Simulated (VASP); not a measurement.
# ZnS (zinc blende type) (F-43m) in VASP: a series of runs

Runs on ZnS (zinc blende type). Level: HSE06. Tasks: single point.

Everything below comes from runs of VASP 6.6.1. Logs are shortened: lines on timing, memory, paths and dates and some standing lists are left out, and cuts for length are marked.

**1. The cell of the first run**

Symmetry: F-43m, No. 216, cubic system. Conventional cell: a = 5.301 Å, b = 5.301 Å, c = 5.301 Å, α = 90.00°, β = 90.00°, γ = 90.00°. Zn (site symmetry -43m) has 4 S at 2.30 Å within 3.0 Å. S (site symmetry -43m) has 4 Zn at 2.30 Å within 3.0 Å.

**2. Single point, HSE06**

File POSCAR:

```
ZnS
1.0
    0.0000000000      2.6503045514      2.6503045514
    2.6503045514      0.0000000000      2.6503045514
    2.6503045514      2.6503045514      0.0000000000
Zn S
1 1
Direct
    0.0000000000      0.0000000000      0.0000000000
    0.2500000000      0.2500000000      0.2500000000
```

File INCAR.step1:

```
ALGO = Normal ; EDIFF = 1E-5
ENCUT = 520 ; GGA = PE
ISIF = 2 ; ISMEAR = -1
LASPH = T ; LCHARG = F
LREAL = F ; LWAVE = T
NBANDS = 16 ; NELM = 60
PREC = Accurate ; SIGMA = 0.05
```

File INCAR.step2:

```
ALGO = Normal ; EDIFF = 1E-6
ENCUT = 520 ; GGA = PE
HFSCREEN = 0.2079 ; ISIF = 2
ISMEAR = -1 ; ISTART = 1
LASPH = T ; LCHARG = F
LHFCALC = T ; LREAL = F
LWAVE = F ; NBANDS = 16
NELM = 60 ; PREC = Accurate
PRECFOCK = Normal ; SIGMA = 0.05
```

File KPOINTS:

```
k-points
0
Gamma
  4 4 4
```

Potentials or basis: VASP PAW PBE potentials, release 64 (Zn, S).

Launch:

```
$ cat potpaw_PBE.64/Zn/POTCAR potpaw_PBE.64/S/POTCAR > POTCAR
$ cp INCAR.step1 INCAR
$ mpirun -np 1 vasp_std > vasp.out
$ cp INCAR.step2 INCAR
$ mpirun -np 1 vasp_std > vasp.out
```

OUTCAR:

```text
EDIFF = 1E-6
   ENCUT = 520
   GGA = PE
   HFSCREEN = 0.2079
   ISIF = 2
   ISMEAR = -1
   ISTART = 1
   LASPH = T
   LHFCALC = T
   LREAL = F
   NELM = 60
   PREC = Accurate
   PRECFOCK = Normal

 ion  position               nearest neighbor table
   1  0.000  0.000  0.000-   2 2.30   2 2.30   2 2.30   2 2.30
   2  0.250  0.250  0.250-   1 2.30   1 2.30   1 2.30   1 2.30

  LATTYP: Found a face centered cubic cell.
 ALAT       =     5.3006091028

  Lattice vectors:

 A1 = (   0.0000000000,   2.6503045514,   2.6503045514)
 A2 = (   2.6503045514,   0.0000000000,   2.6503045514)
 A3 = (   2.6503045514,   2.6503045514,   0.0000000000)

Analysis of symmetry for initial positions (statically):
=====================================================================
 Subroutine PRICEL returns:
 Original cell was already a primitive cell.

 Routine SETGRP: Setting up the symmetry group for a
 face centered cubic supercell.

 Subroutine GETGRP returns: Found 24 space group operations
 (whereof 24 operations were pure point group operations)
 out of a pool of 48 trial point group operations.

The static configuration has the point symmetry T_d .

Analysis of symmetry for dynamics (positions and initial velocities):
=====================================================================
 Subroutine PRICEL returns:
 Original cell was already a primitive cell.

 Routine SETGRP: Setting up the symmetry group for a
 face centered cubic supercell.

 Subroutine GETGRP returns: Found 24 space group operations
 (whereof 24 operations were pure point group operations)
 out of a pool of 48 trial point group operations.

The dynamic configuration has the point symmetry T_d .

 Subroutine INISYM returns: Found 24 space group operations
 (whereof 24 operations are pure point group operations),
 and found     1 'primitive' translations

----------------------------------------------------------------------------------------

                                     Primitive cell

  volume of cell :      37.2321

  direct lattice vectors                    reciprocal lattice vectors
     0.000000000  2.650304551  2.650304551    -0.188657564  0.188657564  0.188657564
     2.650304551  0.000000000  2.650304551     0.188657564 -0.188657564  0.188657564
     2.650304551  2.650304551  0.000000000     0.188657564  0.188657564 -0.188657564

  length of vectors
     3.748096641  3.748096641  3.748096641     0.326764486  0.326764486  0.326764486

  position of ions in fractional coordinates (direct lattice)
     0.000000000  0.000000000  0.000000000
     0.250000000  0.250000000  0.250000000

  ion indices of the primitive-cell ions
   primitive index   ion index
                 1           1
                 2           2

----------------------------------------------------------------------------------------

 KPOINTS: k-points

Automatic generation of k-mesh.
 Grid dimensions read from file:
 generate k-points for:    4    4    4

 Generating k-lattice:

  Cartesian coordinates                     Fractional coordinates (reciprocal lattice)
    -0.047164391  0.047164391  0.047164391     0.250000000  0.000000000  0.000000000
     0.047164391 -0.047164391  0.047164391     0.000000000  0.250000000  0.000000000
     0.047164391  0.047164391 -0.047164391     0.000000000  0.000000000  0.250000000

  Length of vectors
     0.081691121  0.081691121  0.081691121

  Shift w.r.t. Gamma in fractional coordinates (k-lattice)
     0.000000000  0.000000000  0.000000000

 Subroutine IBZKPT returns following result:
 ===========================================

 Found      8 irreducible k-points:

 Following reciprocal coordinates:
            Coordinates               Weight
  0.000000  0.000000  0.000000      1.000000
  0.250000  0.000000  0.000000      8.000000
  0.500000  0.000000  0.000000      4.000000
  0.250000  0.250000  0.000000      6.000000
  0.500000  0.250000  0.000000     24.000000
 -0.250000  0.250000  0.000000     12.000000
  0.500000  0.500000  0.000000      3.000000
 -0.250000  0.500000  0.250000      6.000000
   k-points           NKPTS =      8   k-points in BZ     NKDIM =     64   number of bands    NBANDS=     16
   number of dos      NEDOS =    301   number of ions     NIONS =      2
   total plane-waves  NPLWV =  21952
   dimension x,y,z NGX =    28 NGY =   28 NGZ =   28
   dimension x,y,z NGXF=    56 NGYF=   56 NGZF=   56
   ions per type =               1   1
   NGX,Y,Z   is equivalent  to a cutoff of  12.42, 12.42, 12.42 a.u.
   NGXF,Y,Z  is equivalent  to a cutoff of  24.84, 24.84, 24.84 a.u.
 SYSTEM =  unknown system
   PREC   = accura    normal or accurate (medium, high low for compatibility)
   ISTART =      1    job   : 0-new  1-cont  2-samecut
   ICHARG =      0    charge: 1-file 2-atom 10-const
   ISPIN  =      1    spin polarized calculation?
   LNONCOLLINEAR =      F non collinear calculations
   LSORBIT =      F    spin-orbit coupling
   LASPH  =      T    aspherical Exc in radial PAW
   ENCUT  =  520.0 eV  38.22 Ry    6.18 a.u.   6.97  6.97  6.97*2*pi/ulx,y,z
   NELM   =     60;   NELMIN=  2; NELMDL=  0     # of ELM steps
   EDIFF  = 0.1E-05   stopping-criterion for ELM
   LREAL  =      F    real-space projection
   EDIFFG = 0.1E-04   stopping-criterion for IOM
   NSW    =      0    number of steps for IOM
   IBRION =     -1    ionic relax: 0-MD 1-quasi-New 2-CG
   NFREE  =      0    steps in history (QN), initial steepest desc. (CG)
   ISIF   =      2    stress and relaxation
   ISYM   =      3    0-nonsym 1-usesym 2-fastsym
   POTIM  = 0.5000    time-step for ionic-motion
   TEBEG  =    0.0;   TEEND  =   0.0 temperature during run
   PSTRESS=    0.0 pullay stress
   NELECT =      18.0000    total number of electrons
   NUPDOWN=      -1.0000    fix difference up-down
   EMIN   =  10.00;   EMAX   =-10.00  energy-range for DOS
   EFERMI =   0.00;   METHOD = LEGACY
   ISMEAR =    -1;   SIGMA  =   0.05  broadening in eV -4-tet -1-fermi 0-gaus
   EFERMI_NEDOS =   21; number of points for ismear=-14 and -15
   IALGO  =     38    algorithm
   IMIX   =      1    mixing-type and parameters
     AMIX     =   0.40;   BMIX     =  1.00
     AMIX_MAG =   1.60;   BMIX_MAG =  1.00
  volume/ion in A,a.u.               =      18.62       125.63
  Fermi-wavevector in a.u.,A,eV,Ry     =   1.284872  2.428056 22.461807  1.650896
  Thomas-Fermi vector in A             =   2.417040
   LORBIT       =      0    0 simple, 1 ext, 2 COOP (PROOUT), +10 PAW based schemes
   GGA     = PE    functional components
   LHFCALC =     T    Hartree Fock is set to
   PRECFOCK=normal    Normal, Fast or Accurate (Low or Medium for compatibility)
   ENCUT4O =  -1.0   cutoff for four orbital integrals eV
   NKREDX  =     1    reduce k-point grid by
   NKREDY  =     1    reduce k-point grid by
   NKREDZ  =     1    reduce k-point grid by
   AEXX    =    0.2500 exact exchange contribution
   HFSCREEN=    0.2079 screening length (either q_TF or 0.3 A-1)
   HFSCREENC=   0.2079 screening length for correlation (either q_TF or 0.3 A-1)
   ENCUTFOCK=  -1.0 apply spherical cutoff to Coloumb kernel
   IVDW    =     0    specifies the selected vdW correction
   LEPSILON=     F    determine dielectric tensor
   LRPA    =     F    only Hartree local field effects (RPA)
 non-spin polarized calculation
  energy-cutoff  :      520.00
  volume of cell :       37.23
 maximum number of plane-waves:      1008
  NGX = 24; NGY = 24; NGZ = 24

 number of electron      18.0000016 magnetization

 Free energy of the ion-electron system (eV)
  ---------------------------------------------------
  ext. energy  EPLUGINS =         0.00000000
  ---------------------------------------------------
  free energy    TOTEN  =        -8.28471850 eV

  energy without entropy =       -8.28471850  energy(sigma->0) =       -8.28471850

 E-fermi :   3.0742     XC(G=0):  -8.1803

 val. band max:        1.9422892143   @ k =   0.0000   0.0000   0.0000
 cond. band min:       5.5664912423   @ k =   0.0000   0.0000   0.0000
 fundamental gap:      3.6242020280
 Fermi energy:         3.0741511637

 k-point     1 :       0.0000    0.0000    0.0000
  band No.  band energies     occupation
      1     -12.8093      2.00000
      2      -6.1333      2.00000
      3      -6.1333      2.00000
      4      -6.1333      2.00000
      5      -5.6219      2.00000
      6      -5.6219      2.00000
[... 8 lines left out ...]
     15      15.2246      0.00000
     16      15.6925      0.00000

 k-point     2 :       0.2500    0.0000    0.0000
  band No.  band energies     occupation
      1     -12.3066      2.00000
      2      -6.0617      2.00000
      3      -6.0617      2.00000
      4      -6.0215      2.00000
      5      -5.6210      2.00000
      6      -5.6210      2.00000
[... 8 lines left out ...]
     15      14.3342      0.00000
     16      15.6656      0.00000

 k-point     3 :       0.5000    0.0000    0.0000
  band No.  band energies     occupation
      1     -11.7034      2.00000
      2      -6.0109      2.00000
      3      -6.0109      2.00000
      4      -5.5922      2.00000
      5      -5.5922      2.00000
      6      -5.3570      2.00000
[... 8 lines left out ...]
     15      17.1245      0.00000
     16      17.1245      0.00000

 k-point     4 :       0.2500    0.2500    0.0000
  band No.  band energies     occupation
      1     -12.1386      2.00000
      2      -6.1142      2.00000
      3      -5.9770      2.00000
      4      -5.9770      2.00000
      5      -5.6599      2.00000
      6      -5.5823      2.00000
[... 8 lines left out ...]
     15      16.0653      0.00000
     16      19.9173      0.00000

 k-point     5 :       0.5000    0.2500    0.0000
  band No.  band energies     occupation
      1     -11.5344      2.00000
      2      -6.0000      2.00000
      3      -5.8940      2.00000
      4      -5.7601      2.00000
      5      -5.5774      2.00000
      6      -5.3647      2.00000
[... 8 lines left out ...]
     15      17.2637      0.00000
     16      18.9173      0.00000

 k-point     6 :      -0.2500    0.2500    0.0000
  band No.  band energies     occupation
      1     -11.7366      2.00000
      2      -5.9927      2.00000
      3      -5.9658      2.00000
      4      -5.7505      2.00000
      5      -5.6397      2.00000
      6      -5.5191      2.00000
[... 8 lines left out ...]
     15      17.1768      0.00000
     16      18.6090      0.00000

 k-point     7 :       0.5000    0.5000    0.0000
  band No.  band energies     occupation
      1     -11.3352      2.00000
      2      -6.0451      2.00000
      3      -5.7771      2.00000
      4      -5.7771      2.00000
      5      -5.5426      2.00000
      6      -5.3168      2.00000
[... 8 lines left out ...]
     15      17.3613      0.00000
     16      18.3000      0.00000

 k-point     8 :      -0.2500    0.5000    0.2500
  band No.  band energies     occupation
      1     -11.3301      2.00000
      2      -5.9561      2.00000
      3      -5.8555      2.00000
      4      -5.6713      2.00000
      5      -5.6475      2.00000
      6      -5.1104      2.00000
[... 8 lines left out ...]
     15      17.8050      0.00000
     16      18.7202      0.00000

------------------------ aborting loop because EDIFF is reached ----------------------------------------

  FORCE on cell =-STRESS in cart. coord.  units (eV):
  Direction    XX          YY          ZZ          XY          YZ          ZX
  --------------------------------------------------------------------------------------
  -------------------------------------------------------------------------------------
  Total        1.4870175      1.4870175      1.4870175      0.0000000      0.0000000      0.0000000
  in kB       63.9895899     63.9895899     63.9895899      0.0000000      0.0000000      0.0000000
  external PRESSURE =      63.9895899 kB  Pullay stress =       0.0000000 kB

 VOLUME and BASIS-vectors are now :
 -----------------------------------------------------------------------------
  energy-cutoff  :      520.00
  volume of cell :       37.23
      direct lattice vectors                 reciprocal lattice vectors
     0.000000000  2.650304551  2.650304551    -0.188657564  0.188657564  0.188657564
     2.650304551  0.000000000  2.650304551     0.188657564 -0.188657564  0.188657564
     2.650304551  2.650304551  0.000000000     0.188657564  0.188657564 -0.188657564

 POSITION                                       TOTAL-FORCE (eV/Angst)
 -----------------------------------------------------------------------------------
      0.00000      0.00000      0.00000         0.000000     -0.000000      0.000000
      1.32515      1.32515      1.32515        -0.000000      0.000000     -0.000000
 -----------------------------------------------------------------------------------
    total drift:                                0.000184      0.000148      0.000076

  FREE ENERGIE OF THE ION-ELECTRON SYSTEM (eV)
  ---------------------------------------------------
  free  energy   TOTEN  =        -8.2847185037 eV

  energy  without entropy=       -8.2847185037  energy(sigma->0) =       -8.28471850
```

Run time: 4.4 min. Hardware: 1 thread of AMD EPYC 9R45 (Zen 5), shared host; peak memory 0.23 GiB.

Results:

- Free energy: -8.2847 eV
- Pressure: 6.4 GPa
- Band gap on the k mesh: 3.62 eV, direct

Levels at points of the mesh, in eV from the valence-band top:
| k point | band 7 | band 8 | band 9 | band 10 | band 11 | band 12 |
| --- | --- | --- | --- | --- | --- | --- |
| (0.00, 0.00, 0.00) | 0.00 | 0.00 | 0.00 | 3.62 | 7.64 | 7.64 |
| (0.50, 0.00, 0.00) | -6.02 | -1.01 | -1.01 | 4.68 | 8.15 | 8.15 |
| (0.50, 0.50, 0.00) | -5.28 | -2.58 | -2.58 | 4.24 | 5.24 | 13.04 |

Caveat: the k points lie up to 0.51 Å⁻¹ apart; the PAW data sets were made with another functional, which shifts forces and pressure a little.

(Part 1 of 2 ends here.)
